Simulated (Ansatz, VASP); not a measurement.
One calculation of ZrSi3O8, two programs

```
CELL_PARAMETERS angstrom
3.76419 -3.75712 -0.00851
3.76419 3.75712 -0.00851
-0.01578 0.00000 7.51433
ATOMIC_POSITIONS crystal
Zr 0.79162 0.20838 0.00000
Si 0.20657 0.79343 0.50000
Si 0.70514 0.70470 0.26939
Si 0.29530 0.29486 0.73061
O 0.59072 0.27923 0.78660
O 0.22453 0.07128 0.59054
O 0.42882 0.76833 0.35239
O 0.74114 0.86500 0.08573
O 0.92872 0.77547 0.40946
O 0.23167 0.57118 0.64761
O 0.13500 0.25886 0.91427
O 0.72077 0.40928 0.21340
```

Alike in both runs: functional PBE; k mesh 4 × 4 × 4; occupations gaussian, width 0.1 eV; no spin polarisation.

Ansatz relaxed the structure, and its values are those at the end. VASP's run is a single point on that final structure, the one shown.

|  | VASP | Ansatz |
| --- | --- | --- |
| version | VASP 6.6.1 | Ansatz 0.2.0 |
| potentials or method | VASP PAW PBE potentials, release 64 (Zr_sv, Si, O), cutoff 520 eV | scalar-relativistic, plane waves, PAW |
| valence electrons in the cell | 72 | 72 |

Ansatz gave:

- gap on the k mesh at the Fermi level (eV): 5.16
- least direct gap on the mesh (eV): 5.16
- pressure (GPa): -0.1
- rms of the force components (eV/Å): 0.019

Problem. Which values does VASP return?

Solution. gap on the k mesh at the Fermi level (eV): 5.16; least direct gap on the mesh (eV): 5.16; pressure (GPa): 0.0; rms of the force components (eV/Å): 0.022.
